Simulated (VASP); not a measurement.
# Li4HgS3 (P3m1) in VASP: relaxation of cell and atoms with PBE

Aim: the relaxation of cell and atoms of Li4HgS3 with PBE.

Program: VASP 6.6.1. These are calculated values, not measurements. Logs are shortened: lines on timing, memory, paths and dates and some standing lists are left out, and cuts for length are marked.

### Step 1. The cell of the first run

It takes space group P3m1 (No. 156, trigonal). Conventional cell: a = 3.996 Å, b = 3.996 Å, c = 10.298 Å, α = 90.00°, β = 90.00°, γ = 120.00°. Li (site symmetry 3m) has 6 S at 2.57 to 3.03 Å and 4 Li at 2.73 to 3.29 Å and 3 Hg at 3.42 Å within 3.5 Å. Within 3.3 Å of Li (site symmetry 3m) lie 3 S at 2.33 Å and 3 Hg at 3.17 Å and 3 Li at 3.27 Å. Li (site symmetry 3m) has 6 S at 2.66 to 3.07 Å and 7 Li at 2.94 to 3.29 Å within 3.5 Å. Within 3.1 Å of Li (site symmetry 3m) lie 4 S at 2.36 to 2.60 Å and 6 Li at 2.73 to 2.94 Å. Hg (site symmetry 3m) has 4 S at 2.47 to 2.70 Å and 6 Li at 3.17 to 3.42 Å within 3.5 Å. Within 3.4 Å of S (site symmetry 3m) lie 4 Li at 2.57 to 2.60 Å and 3 Hg at 2.70 Å. Within 3.1 Å of S (site symmetry 3m) lie 6 Li at 2.33 to 3.07 Å and 1 Hg at 2.47 Å. Within 3.1 Å of S (site symmetry 3m) lie 9 Li at 2.36 to 3.03 Å.

### Step 2. Relaxation of cell and atoms, PBE

Input file INCAR:

```
SYSTEM = Li4HgS3
PREC = Accurate
ENCUT = 600
EDIFF = 1E-6
ISMEAR = 0
SIGMA = 0.02
LREAL = .FALSE.
LASPH = .TRUE.
NELM = 60
ALGO = Normal
ISIF = 3
LWAVE = .FALSE.
LCHARG = .FALSE.
GGA = PE
IBRION = 2
NSW = 100
EDIFFG = -0.01
```

Input file KPOINTS:

```
Automatic mesh
0
G
  12 12 4
  0 0 0
```

Input file POSCAR:

```
Li4HgS3
1.0
    3.9964861100      0.0000000000      0.0000000000
   -1.9982430550      3.4610584972      0.0000000000
    0.0000000000      0.0000000000     10.2982940351
Li Hg S
4 1 3
Direct
    0.0000000000      0.0000000000      0.9979528663
    0.6666666667      0.3333333333      0.4540104937
    0.0000000000      0.0000000000      0.6788081504
    0.6666666667      0.3333333333      0.8557025112
    0.3333333333      0.6666666667      0.2432111964
    0.6666666667      0.3333333333      0.1076896578
    0.3333333333      0.6666666667      0.4828136368
    0.3333333333      0.6666666667      0.8078061874
```

Potentials or basis: VASP PAW PBE potentials, release 64 (Li_sv, Hg, S).

The run is started by

```
> cat potpaw_PBE.64/Li_sv/POTCAR potpaw_PBE.64/Hg/POTCAR potpaw_PBE.64/S/POTCAR > POTCAR
> mpirun -np 1 vasp_std > vasp.out
```

OUTCAR:

```text
SYSTEM = Li4HgS3
   PREC = Accurate
   ENCUT = 600
   EDIFF = 1E-6
   ISMEAR = 0
   LREAL = .FALSE.
   LASPH = .TRUE.
   NELM = 60
   ISIF = 3
   GGA = PE
   IBRION = 2
   NSW = 100
   EDIFFG = -0.01

 ion  position               nearest neighbor table
   1  0.000  0.000  0.998-   6 2.57   6 2.57   6 2.57
   2  0.667  0.333  0.454-   7 2.33   7 2.33   7 2.33   5 3.17   5 3.17   5 3.17
   3  0.000  0.000  0.679-   8 2.66   8 2.66   8 2.66
   4  0.667  0.333  0.856-   8 2.36   8 2.36   8 2.36   6 2.60
   5  0.333  0.667  0.243-   7 2.47   6 2.70   6 2.70   6 2.70   2 3.17   2 3.17   2 3.17
   6  0.667  0.333  0.108-   1 2.57   1 2.57   1 2.57   4 2.60   5 2.70   5 2.70   5 2.70
   7  0.333  0.667  0.483-   2 2.33   2 2.33   2 2.33   5 2.47
   8  0.333  0.667  0.808-   4 2.36   4 2.36   4 2.36   3 2.66   3 2.66   3 2.66

  LATTYP: Found a hexagonal cell.
 ALAT       =     3.9964861100
 C/A-ratio  =     2.5768371894

  Lattice vectors:

 A1 = (   3.9964861100,   0.0000000000,   0.0000000000)
 A2 = (  -1.9982430550,   3.4610584972,   0.0000000000)
 A3 = (   0.0000000000,   0.0000000000,  10.2982940351)

Analysis of symmetry for initial positions (statically):
=====================================================================
 Subroutine PRICEL returns:
 Original cell was already a primitive cell.

 Routine SETGRP: Setting up the symmetry group for a
 hexagonal supercell.

 Subroutine GETGRP returns: Found  6 space group operations
 (whereof  6 operations were pure point group operations)
 out of a pool of 24 trial point group operations.

The static configuration has the point symmetry C_3v.

Analysis of symmetry for dynamics (positions and initial velocities):
=====================================================================
 Subroutine PRICEL returns:
 Original cell was already a primitive cell.

 Routine SETGRP: Setting up the symmetry group for a
 hexagonal supercell.

 Subroutine GETGRP returns: Found  6 space group operations
 (whereof  6 operations were pure point group operations)
 out of a pool of 24 trial point group operations.

The dynamic configuration has the point symmetry C_3v.

 Subroutine INISYM returns: Found  6 space group operations
 (whereof  6 operations are pure point group operations),
 and found     1 'primitive' translations

----------------------------------------------------------------------------------------

                                     Primitive cell

  volume of cell :     142.4467

  direct lattice vectors                    reciprocal lattice vectors
     3.996486110  0.000000000  0.000000000     0.250219811  0.144464475  0.000000000
    -1.998243055  3.461058497  0.000000000     0.000000000  0.288928951  0.000000000
     0.000000000  0.000000000 10.298294035     0.000000000  0.000000000  0.097103462

  length of vectors
     3.996486110  3.996486110 10.298294035     0.288928951  0.288928951  0.097103462

  position of ions in fractional coordinates (direct lattice)
     0.000000000  0.000000000  0.997952866
     0.666666667  0.333333333  0.454010494
     0.000000000  0.000000000  0.678808150
     0.666666667  0.333333333  0.855702511
     0.333333333  0.666666667  0.243211196
     0.666666667  0.333333333  0.107689658
     0.333333333  0.666666667  0.482813637
     0.333333333  0.666666667  0.807806187

  ion indices of the primitive-cell ions
   primitive index   ion index
                 1           1
                 2           2
                 3           3
                 4           4
                 5           5
                 6           6
                 7           7
                 8           8

----------------------------------------------------------------------------------------

 KPOINTS: Automatic mesh

Automatic generation of k-mesh.
 Grid dimensions read from file:
 generate k-points for:   12   12    4

 Generating k-lattice:

  Cartesian coordinates                     Fractional coordinates (reciprocal lattice)
     0.020851651  0.012038706  0.000000000     0.083333333  0.000000000  0.000000000
     0.000000000  0.024077413  0.000000000     0.000000000  0.083333333  0.000000000
     0.000000000  0.000000000  0.024275865     0.000000000  0.000000000  0.250000000

  Length of vectors
     0.024077413  0.024077413  0.024275865

  Shift w.r.t. Gamma in fractional coordinates (k-lattice)
     0.000000000  0.000000000  0.000000000

 Subroutine IBZKPT returns following result:
 ===========================================

 Found     69 irreducible k-points:

 Following reciprocal coordinates:
            Coordinates               Weight
  0.000000  0.000000  0.000000      1.000000
  0.083333  0.000000  0.000000      6.000000
  0.166667  0.000000  0.000000      6.000000
  0.250000  0.000000  0.000000      6.000000
  0.333333  0.000000  0.000000      6.000000
  0.416667  0.000000  0.000000      6.000000
[... 16 lines left out ...]
  0.166667  0.000000  0.250000      6.000000
  0.000000  0.166667  0.250000      6.000000
 [... further k-points ...]
   k-points           NKPTS =     69   k-points in BZ     NKDIM =     69   number of bands    NBANDS=     26
   number of dos      NEDOS =    301   number of ions     NIONS =      8
   total plane-waves  NPLWV =  86016
   dimension x,y,z NGX =    32 NGY =   32 NGZ =   84
   dimension x,y,z NGXF=    64 NGYF=   64 NGZF=  168
   ions per type =               4   1   3
   NGX,Y,Z   is equivalent  to a cutoff of  13.31, 13.31, 13.56 a.u.
   NGXF,Y,Z  is equivalent  to a cutoff of  26.62, 26.62, 27.12 a.u.
 SYSTEM =  Li4HgS3
   PREC   = accura    normal or accurate (medium, high low for compatibility)
   ISTART =      0    job   : 0-new  1-cont  2-samecut
   ICHARG =      2    charge: 1-file 2-atom 10-const
   ISPIN  =      1    spin polarized calculation?
   LNONCOLLINEAR =      F non collinear calculations
   LSORBIT =      F    spin-orbit coupling
   LASPH  =      T    aspherical Exc in radial PAW
   ENCUT  =  600.0 eV  44.10 Ry    6.64 a.u.   7.98  7.98 20.57*2*pi/ulx,y,z
   NELM   =     60;   NELMIN=  2; NELMDL= -5     # of ELM steps
   EDIFF  = 0.1E-05   stopping-criterion for ELM
   LREAL  =      F    real-space projection
   EDIFFG = -.1E-01   stopping-criterion for IOM
   NSW    =    100    number of steps for IOM
   IBRION =      2    ionic relax: 0-MD 1-quasi-New 2-CG
   NFREE  =      1    steps in history (QN), initial steepest desc. (CG)
   ISIF   =      3    stress and relaxation
   ISYM   =      2    0-nonsym 1-usesym 2-fastsym
   POTIM  = 0.5000    time-step for ionic-motion
   TEBEG  =    0.0;   TEEND  =   0.0 temperature during run
   PSTRESS=    0.0 pullay stress
   NELECT =      42.0000    total number of electrons
   NUPDOWN=      -1.0000    fix difference up-down
   EMIN   =  10.00;   EMAX   =-10.00  energy-range for DOS
   EFERMI =   0.00;   METHOD = LEGACY
   ISMEAR =     0;   SIGMA  =   0.02  broadening in eV -4-tet -1-fermi 0-gaus
   EFERMI_NEDOS =   21; number of points for ismear=-14 and -15
   IALGO  =     38    algorithm
   IMIX   =      4    mixing-type and parameters
     AMIX     =   0.40;   BMIX     =  1.00
     AMIX_MAG =   1.60;   BMIX_MAG =  1.00
  volume/ion in A,a.u.               =      17.81       120.16
  Fermi-wavevector in a.u.,A,eV,Ry     =   1.089617  2.059077 16.153715  1.187265
  Thomas-Fermi vector in A             =   2.225824
   LORBIT       =      0    0 simple, 1 ext, 2 COOP (PROOUT), +10 PAW based schemes
   GGA     = PE    functional components
   LHFCALC =     F    Hartree Fock is set to
   AEXX    =    0.0000 exact exchange contribution
   IVDW    =     0    specifies the selected vdW correction
   LEPSILON=     F    determine dielectric tensor
   LRPA    =     F    only Hartree local field effects (RPA)
 conjugate gradient relaxation of ions
 non-spin polarized calculation
 Gauss-broadening in eV      SIGMA  =   0.02
  energy-cutoff  :      600.00
  volume of cell :      142.45
 maximum number of plane-waves:      4788
   NGX = 15   NGY = 15   NGZ = 41

--------------------------------------- Ionic step        1  -------------------------------------------

 number of electron      42.0000001 magnetization

 Free energy of the ion-electron system (eV)
  ---------------------------------------------------
  ext. energy  EPLUGINS =         0.00000000
  ---------------------------------------------------
  free energy    TOTEN  =       -27.60200980 eV

  energy without entropy =      -27.60200980  energy(sigma->0) =      -27.60200980

------------------------ aborting loop because EDIFF is reached ----------------------------------------

  FORCE on cell =-STRESS in cart. coord.  units (eV):
  Direction    XX          YY          ZZ          XY          YZ          ZX
  --------------------------------------------------------------------------------------
  -------------------------------------------------------------------------------------
  Total        0.2223581      0.2223581      0.1096522      0.0000000      0.0000000      0.0000000
  in kB        2.5009848      2.5009848      1.2333190      0.0000000      0.0000000      0.0000000
  external PRESSURE =       2.0784295 kB  Pullay stress =       0.0000000 kB
[... 107 lines left out ...]
  FREE ENERGIE OF THE ION-ELECTRON SYSTEM (eV)
  ---------------------------------------------------
  free  energy   TOTEN  =       -27.6027358459 eV

  energy  without entropy=      -27.6027358459  energy(sigma->0) =      -27.60273585

[... ionic steps 4 to 14 ...]

--------------------------------------- Ionic step       15  -------------------------------------------

 number of electron      42.0000002 magnetization

------------------------ aborting loop because EDIFF is reached ----------------------------------------
[... 79 lines left out ...]
--------------------------------------- Ionic step       17  -------------------------------------------

 number of electron      42.0000001 magnetization

 Free energy of the ion-electron system (eV)
  ---------------------------------------------------
  ext. energy  EPLUGINS =         0.00000000
  ---------------------------------------------------
  free energy    TOTEN  =       -27.60432424 eV

  energy without entropy =      -27.60432424  energy(sigma->0) =      -27.60432424

 E-fermi :   2.3014     XC(G=0):  -8.8962

 val. band max:        2.0776524936   @ k =   0.0833   0.0833   0.0000
 cond. band min:       3.2574892534   @ k =   0.0000   0.0000   0.0000
 fundamental gap:      1.1798367598
 Fermi energy:         2.3013736157

 k-point     1 :       0.0000    0.0000    0.0000
  band No.  band energies     occupation
      1     -43.4867      2.00000
      2     -43.3895      2.00000
      3     -42.5730      2.00000
      4     -42.3269      2.00000
      5     -10.2738      2.00000
      6      -9.6376      2.00000
[... 685 lines left out ...]
     25       7.3590      0.00000
     26       8.0799      0.00000

 [... further k-points ...]

------------------------ aborting loop because EDIFF is reached ----------------------------------------

  FORCE on cell =-STRESS in cart. coord.  units (eV):
  Direction    XX          YY          ZZ          XY          YZ          ZX
  --------------------------------------------------------------------------------------
  -------------------------------------------------------------------------------------
  Total       -0.0111205     -0.0111205     -0.0227816     -0.0000000      0.0000000      0.0000000
  in kB       -0.1253002     -0.1253002     -0.2566913     -0.0000000      0.0000000      0.0000000
  external PRESSURE =      -0.1690973 kB  Pullay stress =       0.0000000 kB
[... 23 lines left out ...]
  FREE ENERGIE OF THE ION-ELECTRON SYSTEM (eV)
  ---------------------------------------------------
  free  energy   TOTEN  =       -27.6043242389 eV

  energy  without entropy=      -27.6043242389  energy(sigma->0) =      -27.60432424

 reached required accuracy - stopping structural energy minimisation
```

It took 17 min on 1 thread of Intel Xeon 6975P-C (Granite Rapids), shared host; peak memory 0.5 GiB.

Results:

| Quantity | Value |
| --- | --- |
| Free energy | -27.6043 eV |
| Relaxed volume | 17.77 Å³/atom |
| Relaxed cell | a = 4.004 Å, b = 4.004 Å, c = 10.241 Å, α = 90.00°, β = 90.00°, γ = 120.00° |
| Space group after relaxing (to 0.1 Å) | P3m1 (No. 156) |
| Energy gained by relaxing | 0.3 meV/atom |
| Ionic steps | 17 |
| Pressure after relaxing | 0.0 GPa |
| Largest force after relaxing | 0.010 eV/Å |
| Band gap on the k mesh | 1.18 eV (least direct gap 1.28 eV) |

Forces in eV/Å, atoms in the order of the input:
```
Li   0.000  0.000 -0.007
Li   0.000  0.000 -0.007
Li   0.000  0.000  0.005
Li   0.000  0.000  0.004
Hg   0.000  0.000  0.002
S    0.000  0.000 -0.004
S    0.000  0.000 -0.003
S    0.000  0.000  0.010
```

Step by step:
```tsv
step	energy change (eV)	largest force (eV/Å)	pressure (GPa)	volume (Å³)
1	0.0000	0.0766	0.21	142.45
2	-0.0007	0.0288	0.02	142.92
3	-0.0007	0.0275	-0.04	143.09
4	-0.0009	0.0261	-0.04	143.06
5	-0.0011	0.0374	-0.04	142.95
6	-0.0012	0.0289	-0.02	142.88
7	-0.0014	0.0207	0.00	142.64
8	-0.0014	0.0314	0.02	142.57
9	-0.0015	0.0293	0.01	142.54
10	-0.0018	0.0219	0.01	142.44
11	-0.0020	0.0368	0.00	142.26
12	-0.0022	0.0249	0.01	142.21
13	-0.0022	0.0206	0.01	142.18
14	-0.0022	0.0363	0.02	142.12
15	-0.0022	0.0275	0.02	142.15
16	-0.0023	0.0124	-0.02	142.21
17	-0.0023	0.0099	-0.02	142.19
```

Final structure:
```
Li Hg S
1.0
     4.00405    0.00000    0.00000
    -2.00203    3.46761    0.00000
     0.00000    0.00000   10.24128
Li Hg S
4 1 3
Direct
  0.00000 0.00000 0.99640
  0.66667 0.33333 0.45323
  0.00000 0.00000 0.67321
  0.66667 0.33333 0.85448
  0.33333 0.66667 0.24438
  0.66667 0.33333 0.10963
  0.33333 0.66667 0.48700
  0.33333 0.66667 0.80967
```

Levels at points of the mesh, in eV from the valence-band top:
| k point | band 17 | band 18 | band 19 | band 20 | band 21 | band 22 | band 23 | band 24 | band 25 | band 26 |
| --- | --- | --- | --- | --- | --- | --- | --- | --- | --- | --- |
| (0.00, 0.00, 0.00) | -0.45 | -0.45 | -0.39 | -0.39 | -0.11 | 1.18 | 3.93 | 4.91 | 5.57 | 5.77 |
| (0.50, 0.00, 0.00) | -1.90 | -1.79 | -1.11 | -0.98 | -0.69 | 2.22 | 3.26 | 4.09 | 5.42 | 6.09 |
| (0.00, 0.00, 0.50) | -0.87 | -0.64 | -0.64 | -0.27 | -0.27 | 1.87 | 3.96 | 4.50 | 5.70 | 5.70 |
| (0.50, 0.00, 0.50) | -1.77 | -1.67 | -1.47 | -0.72 | -0.44 | 2.11 | 3.19 | 4.35 | 5.38 | 5.78 |

Caveat: the cutoff is under 1.25 times the usual one of these potentials, so pressure, stress and relaxed cells hold a basis-set (Pulay) error; spin-orbit coupling is left out, which moves the levels of the heavy elements. A k mesh can miss the band edges.
